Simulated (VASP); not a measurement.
Here is a VASP 6.6.1 calculation.

The input INCAR:

```
PREC = Accurate ; ENCUT = 600
EDIFF = 1E-7 ; ISMEAR = -1
SIGMA = 0.05 ; LREAL = F
LASPH = T ; NELM = 80
ALGO = Normal ; ISIF = 3
LWAVE = F ; LCHARG = F
GGA = PS ; IBRION = 2
NSW = 80 ; EDIFFG = -0.02
PSTRESS = 200.0
```

The input KPOINTS:

```
Automatic mesh
0
Gamma
  11 11 11
```

File POSCAR:

```
Na
1.0
    0.0000000000      3.7100000000      3.7100000000
    3.7100000000      0.0000000000      3.7100000000
    3.7100000000      3.7100000000      0.0000000000
Na
2
Direct
    0.0000000000      0.0000000000      0.0000000000
    0.2500000000      0.2500000000      0.2500000000
```

Potentials or basis: VASP PAW PBE potentials, release 64 (Na_pv).

Command:

```console
$ cat potpaw_PBE.64/Na_pv/POTCAR > POTCAR
$ mpirun -np 1 vasp_std > vasp.out
```

**Question.** Estimate the relaxed cell.

**Answer.** a = 3.748 Å, b = 3.748 Å, c = 3.748 Å, α = 60.00°, β = 60.00°, γ = 60.00°.

**Question.** What does it give for the space group after relaxing (to 0.05 Å)?

**Answer.** Fd-3m (No. 227).

Step by step:
```csv
step,energy change (eV),largest force (eV/Å),pressure (GPa),volume (Å³)
1,0.0000,0.0000,0.09,102.13
2,2.3038,0.0000,25.60,34.11
3,1.8967,0.0000,20.49,36.95
4,1.7855,0.0000,19.09,37.86
5,1.7867,0.0000,19.11,37.85
6,1.7902,0.0000,19.15,37.82
7,1.7902,0.0000,19.14,37.82
8,1.7903,0.0000,19.14,37.82
9,1.7905,0.0000,19.16,37.81
10,1.7909,0.0000,19.16,37.81
11,1.7917,0.0000,19.17,37.80
12,1.7934,0.0000,19.19,37.79
13,1.7966,0.0000,19.34,37.76
14,1.8032,0.0000,19.37,37.71
15,1.8164,0.0000,19.49,37.60
16,1.8430,0.0000,19.79,37.38
17,1.8972,0.0000,20.45,36.95
18,1.8604,0.0000,20.00,37.24
```

Caveat: the cell is relaxed towards a set pressure, so the enthalpy falls and the energy may rise; the volume moved by over 15 % at a fixed basis, so the end points are rough; the PAW data sets were made with another functional, which shifts forces and pressure a little.
